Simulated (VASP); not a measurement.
A run of VASP 6.6.1 is set up as follows.

The input INCAR:

```
ALGO = Normal ; EDIFF = 1E-7
EDIFFG = -0.01 ; ENCUT = 600
GGA = PS ; IBRION = 2
ISIF = 3 ; ISMEAR = 0
LASPH = T ; LCHARG = F
LREAL = F ; LWAVE = F
NELM = 100 ; NSW = 80
PREC = Accurate ; SIGMA = 0.05
```

File KPOINTS:

```
k-points
0
Gamma
  18 18 10
```

POSCAR

```
Ru
1.0
    2.7000000000      0.0000000000      0.0000000000
   -1.3500000000      2.3382685902      0.0000000000
    0.0000000000      0.0000000000      4.2768000000
Ru
2
Direct
    0.3333333333      0.6666666667      0.7500000000
    0.6666666667      0.3333333333      0.2500000000
```

Potentials or basis: VASP PAW PBE potentials, release 64 (Ru_pv).

The run is started by

```console
$ cat potpaw_PBE.64/Ru_pv/POTCAR > POTCAR
$ mpirun -np 1 vasp_std > vasp.out
```

Task: Predict the relaxed cell.

Result: a = 2.688 Å, b = 2.688 Å, c = 4.255 Å, α = 90.00°, β = 90.00°, γ = 120.00°.

Task: Estimate the band gap on the k mesh.

Result: Zero (band 14 reaches 14.59 eV, above the bottom of band 15 at 11.36 eV).

Stress tensor (GPa, compression positive):
```
 0.08  0.00  0.00
 0.00  0.08  0.00
 0.00  0.00 -0.11
```

Caveat: the PAW data sets were made with another functional, which shifts forces and pressure a little.
